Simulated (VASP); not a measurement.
# Sn3O8 (a cell with a defect) in VASP: single point with PBE

Aim: the single point of Sn3O8 (a cell with a defect) with PBE.

Everything below comes from runs of VASP 6.6.1. Logs are shortened: lines on timing, memory, paths and dates and some standing lists are left out, and cuts for length are marked.

**1. The cell of the first run**

The cell holds a defect, 11 atoms: a = 4.708 Å, b = 4.708 Å, c = 6.333 Å, α = 90.00°, β = 90.00°, γ = 90.00°.

**2. Single point, PBE**

Contents of INCAR:

```
ALGO     = Normal         # electronic algorithm
EDIFF    = 1E-7           # SCF threshold, eV
ENCUT    = 520            # plane-wave cutoff, eV
GGA      = PE             # functional
ISIF     = 2              # what is computed and relaxed
ISMEAR   = -1             # smearing method
LASPH    = True           # aspherical terms in the spheres
LCHARG   = True           # write CHGCAR
LELF     = True           # ELF
LREAL    = False          # projectors in reciprocal space
LVHAR    = True         
LWAVE    = False          # write WAVECAR
NBANDS   = 56             # bands
NELM     = 60             # most SCF steps
PREC     = Accurate       # precision mode
SIGMA    = 0.05           # smearing width, eV
```

Contents of KPOINTS:

```
k-points
0
Gamma
  3 3 2
```

Contents of POSCAR:

```
Sn3O8
1.0
    4.7083472500      0.0000000000      0.0000000000
    0.0000000000      4.7083472500      0.0000000000
    0.0000000000      0.0000000000      6.3331146200
Sn O
3 8
Direct
    0.0007170244     -0.0015978006      0.0144219717
    0.0007316793     -0.0016037475      0.4839962931
    0.5007166793      0.4984179958      0.7492045044
    0.4231334042      0.1348810881     -0.0190703954
    0.1105950713      0.7328990019      0.2492149747
    0.5782827509      0.8619786911     -0.0190879223
    0.8908055794      0.2638607422      0.2492193959
    0.4231463599      0.1349205924      0.5174709754
    0.1102654440      0.7357560554      0.7492086098
    0.5782844500      0.8620056645      0.5174984501
    0.8911791712      0.2611113698      0.7492152416
```

Potentials or basis: VASP PAW PBE potentials, release 64 (Sn_d, O).

On the command line:

```sh
cat potpaw_PBE.64/Sn_d/POTCAR potpaw_PBE.64/O/POTCAR > POTCAR
mpirun -np 1 vasp_std > vasp.out
```

OUTCAR:

```text
EDIFF = 1E-7
   ENCUT = 520
   GGA = PE
   ISIF = 2
   ISMEAR = -1
   LASPH = True
   LREAL = False
   NELM = 60
   PREC = Accurate

 ion  position               nearest neighbor table
   1  0.001  0.998  0.014-   7 2.01   5 2.01   4 2.10   6 2.10   9 2.15  11 2.15   6 2.80   4 2.80
                             2 2.97   2 3.36   3 3.73   3 3.73   3 3.73   3 3.73
   2  0.001  0.998  0.484-   7 2.01   5 2.01  10 2.10   8 2.10   9 2.15  11 2.15  10 2.80   8 2.80
                             1 2.97   1 3.36   3 3.73   3 3.73   3 3.73   3 3.73
   3  0.501  0.498  0.749-  11 2.15   9 2.15   8 2.28   6 2.28   4 2.28  10 2.28   2 3.73   1 3.73
                             2 3.73   1 3.73   2 3.73   1 3.73   1 3.73   2 3.73
   4  0.423  0.135  0.981-   6 1.48   1 2.10   3 2.28   1 2.80
   5  0.111  0.733  0.249-   2 2.01   1 2.01
   6  0.578  0.862  0.981-   4 1.48   1 2.10   3 2.28   1 2.80
   7  0.891  0.264  0.249-   2 2.01   1 2.01
   8  0.423  0.135  0.517-  10 1.48   2 2.10   3 2.28   2 2.80
   9  0.110  0.736  0.749-   2 2.15   1 2.15   3 2.15
  10  0.578  0.862  0.517-   8 1.48   2 2.10   3 2.28   2 2.80
  11  0.891  0.261  0.749-   1 2.15   2 2.15   3 2.15

  LATTYP: Found a simple tetragonal cell.
 ALAT       =     4.7083472500
 C/A-ratio  =     1.3450823152

  Lattice vectors:

 A1 = (   4.7083472500,   0.0000000000,   0.0000000000)
 A2 = (   0.0000000000,   4.7083472500,   0.0000000000)
 A3 = (   0.0000000000,   0.0000000000,   6.3331146200)

Analysis of symmetry for initial positions (statically):
=====================================================================
 Subroutine PRICEL returns:
 Original cell was already a primitive cell.

 Routine SETGRP: Setting up the symmetry group for a
 simple tetragonal supercell.

 Subroutine GETGRP returns: Found  1 space group operations
 (whereof  1 operations were pure point group operations)
 out of a pool of 16 trial point group operations.

The static configuration has the point symmetry C_1 .

Analysis of symmetry for dynamics (positions and initial velocities):
=====================================================================
 Subroutine PRICEL returns:
 Original cell was already a primitive cell.

 Routine SETGRP: Setting up the symmetry group for a
 simple tetragonal supercell.

 Subroutine GETGRP returns: Found  1 space group operations
 (whereof  1 operations were pure point group operations)
 out of a pool of 16 trial point group operations.

[... 110 lines left out ...]
   ISYM   =      2    0-nonsym 1-usesym 2-fastsym
   POTIM  = 0.5000    time-step for ionic-motion
   TEBEG  =    0.0;   TEEND  =   0.0 temperature during run
   PSTRESS=    0.0 pullay stress
   NELECT =      90.0000    total number of electrons
   NUPDOWN=      -1.0000    fix difference up-down
   EMIN   =  10.00;   EMAX   =-10.00  energy-range for DOS
   EFERMI =   0.00;   METHOD = LEGACY
   ISMEAR =    -1;   SIGMA  =   0.05  broadening in eV -4-tet -1-fermi 0-gaus
   EFERMI_NEDOS =   21; number of points for ismear=-14 and -15
   IALGO  =     38    algorithm
   IMIX   =      4    mixing-type and parameters
     AMIX     =   0.40;   BMIX     =  1.00
     AMIX_MAG =   1.60;   BMIX_MAG =  1.00
  volume/ion in A,a.u.               =      12.76        86.13
  Fermi-wavevector in a.u.,A,eV,Ry     =   1.411576  2.667492 27.110240  1.992546
  Thomas-Fermi vector in A             =   2.533413
   LORBIT       =      0    0 simple, 1 ext, 2 COOP (PROOUT), +10 PAW based schemes
   GGA     = PE    functional components
   LHFCALC =     F    Hartree Fock is set to
   AEXX    =    0.0000 exact exchange contribution
   IVDW    =     0    specifies the selected vdW correction
   LEPSILON=     F    determine dielectric tensor
   LRPA    =     F    only Hartree local field effects (RPA)
 non-spin polarized calculation
  energy-cutoff  :      520.00
  volume of cell :      140.40
 maximum number of plane-waves:      3824
   NGX = 17   NGY = 17   NGZ = 23

 number of electron      89.9999976 magnetization

 Free energy of the ion-electron system (eV)
  ---------------------------------------------------
  ext. energy  EPLUGINS =         0.00000000
  ---------------------------------------------------
  free energy    TOTEN  =       -59.54245161 eV

  energy without entropy =      -59.51338923  energy(sigma->0) =      -59.52792042

 E-fermi :   5.2222     XC(G=0): -10.4786

 val. band max:        5.1771729841   @ k =   0.3333   0.0000   0.5000
 cond. band min:       5.3021560981   @ k =   0.0000   0.0000   0.5000
 fundamental gap:      0.1249831140
 Fermi energy:         5.2222452284

 k-point     1 :       0.0000    0.0000    0.0000
  band No.  band energies     occupation
      1     -17.8778      2.00000
      2     -17.5917      2.00000
      3     -17.0770      2.00000
      4     -17.0347      2.00000
      5     -16.9095      2.00000
      6     -16.8605      2.00000
[... 579 lines left out ...]
     55      13.4593      0.00000
     56      13.8454      0.00000

------------------------ aborting loop because EDIFF is reached ----------------------------------------

  FORCE on cell =-STRESS in cart. coord.  units (eV):
  Direction    XX          YY          ZZ          XY          YZ          ZX
  --------------------------------------------------------------------------------------
  -------------------------------------------------------------------------------------
  Total       11.0718971     -1.0495927      3.3439723      9.8510316      0.0001858      0.0001966
  in kB      126.3508896    -11.9778005     38.1609290    112.4185491      0.0021208      0.0022434
  external PRESSURE =      50.8446727 kB  Pullay stress =       0.0000000 kB

 VOLUME and BASIS-vectors are now :
 -----------------------------------------------------------------------------
  energy-cutoff  :      520.00
  volume of cell :      140.40
      direct lattice vectors                 reciprocal lattice vectors
     4.708347250  0.000000000  0.000000000     0.212388753  0.000000000  0.000000000
     0.000000000  4.708347250  0.000000000     0.000000000  0.212388753  0.000000000
     0.000000000  0.000000000  6.333114620     0.000000000  0.000000000  0.157900190

 POSITION                                       TOTAL-FORCE (eV/Angst)
 -----------------------------------------------------------------------------------
      0.00338      4.70082      0.09134        -0.000346      0.000147     -0.066034
      0.00345      4.70080      3.06520        -0.000453      0.000570      0.067598
      2.35755      2.34672      4.74480         0.000205     -0.000354      0.000137
      1.99226      0.63507      6.21234        -0.064972      0.155493     -0.001547
      0.52072      3.45074      1.57831         0.033007     -0.115917     -0.000912
      2.72276      4.05849      6.21223         0.065359     -0.155626     -0.000744
      4.19422      1.24235      1.57833        -0.032627      0.117150     -0.000884
      1.99232      0.63525      3.27720        -0.065487      0.154728      0.001638
      0.51917      3.46420      4.74482        -0.021907      0.009647     -0.000225
      2.72276      4.05862      3.27738         0.065307     -0.155472      0.001124
      4.19598      1.22940      4.74487         0.021914     -0.010367     -0.000150
 -----------------------------------------------------------------------------------
    total drift:                                0.000432     -0.000951     -0.000581

  FREE ENERGIE OF THE ION-ELECTRON SYSTEM (eV)
  ---------------------------------------------------
  free  energy   TOTEN  =       -59.5424516106 eV

  energy  without entropy=      -59.5133892267  energy(sigma->0) =      -59.52792042
```

OSZICAR:

```text
N       E                     dE             d eps       ncg     rms          rms(c)
DAV:   1     0.130142402880E+04    0.13014E+04   -0.42684E+04  1320   0.237E+03
DAV:   2     0.187610816449E+03   -0.11138E+04   -0.10584E+04  1200   0.745E+02
DAV:   3    -0.508896260899E+02   -0.23850E+03   -0.23245E+03  1232   0.254E+02
DAV:   4    -0.693840683677E+02   -0.18494E+02   -0.18219E+02  1352   0.796E+01
DAV:   5    -0.699619836456E+02   -0.57792E+00   -0.57663E+00  1336   0.146E+01    0.202E+01
DAV:   6    -0.598261853557E+02    0.10136E+02   -0.35592E+01  1816   0.664E+01    0.875E+00
DAV:   7    -0.597755381604E+02    0.50647E-01   -0.55941E+00  1480   0.120E+01    0.492E+00
DAV:   8    -0.595877401343E+02    0.18780E+00   -0.13656E+00  1672   0.715E+00    0.291E+00
DAV:   9    -0.595466618354E+02    0.41078E-01   -0.38953E-01  1576   0.407E+00    0.105E+00
DAV:  10    -0.595405936782E+02    0.60682E-02   -0.94737E-02  1584   0.186E+00    0.300E-01
DAV:  11    -0.595418121110E+02   -0.12184E-02   -0.12869E-02  1568   0.832E-01    0.188E-01
DAV:  12    -0.595422907424E+02   -0.47863E-03   -0.28759E-03  1432   0.320E-01    0.867E-02
DAV:  13    -0.595425007329E+02   -0.20999E-03   -0.10314E-03  1528   0.198E-01    0.673E-02
DAV:  14    -0.595424407088E+02    0.60024E-04   -0.33516E-04  1760   0.116E-01    0.167E-02
DAV:  15    -0.595424529334E+02   -0.12225E-04   -0.47226E-05  1408   0.382E-02    0.166E-02
DAV:  16    -0.595424521847E+02    0.74874E-06   -0.28150E-05  1680   0.348E-02    0.722E-03
DAV:  17    -0.595424516849E+02    0.49973E-06   -0.54625E-06  1512   0.121E-02    0.200E-03
DAV:  18    -0.595424516106E+02    0.74348E-07   -0.48093E-07  1152   0.389E-03
   1 F= -.59542452E+02 E0= -.59527920E+02  d E =-.290624E-01
```

stdout:

```text
POSCAR found type information on POSCAR SnO
 POSCAR found :  2 types and      11 ions
 scaLAPACK will be used
 LDA part: xc-table for (Slater+PW92), standard interpolation
 POSCAR, INCAR and KPOINTS ok, starting setup
 FFT: planning ... GRIDC
 FFT: planning ... GRID_SOFT
 FFT: planning ... GRID
 WAVECAR not read
 entering main loop
```

It took 54 s on 1 thread of Intel Xeon 6975P-C (Granite Rapids), shared host; peak memory 0.25 GiB.

What came out:

```
Free energy            : -59.5425 eV
Pressure               : 5.1 GPa
Largest force          : 0.169 eV/Å
Band gap on the k mesh : zero (band 45 reaches 5.18 eV, above the bottom of band 46 at 5.17 eV)
```

Forces in eV/Å, atoms in the order of the input:
```
Sn   0.000  0.000 -0.066
Sn   0.000  0.001  0.068
Sn   0.000  0.000  0.000
O   -0.065  0.155 -0.002
O    0.033 -0.116 -0.001
O    0.065 -0.156 -0.001
O   -0.033  0.117 -0.001
O   -0.065  0.155  0.002
O   -0.022  0.010  0.000
O    0.065 -0.155  0.001
O    0.022 -0.010  0.000
```

Stress tensor (GPa, compression positive):
```
12.64 11.24  0.00
11.24 -1.20  0.00
 0.00  0.00  3.82
```

Caveat: the k points lie up to 0.50 Å⁻¹ apart; spin-orbit coupling is left out, which moves the levels of the heavy elements.
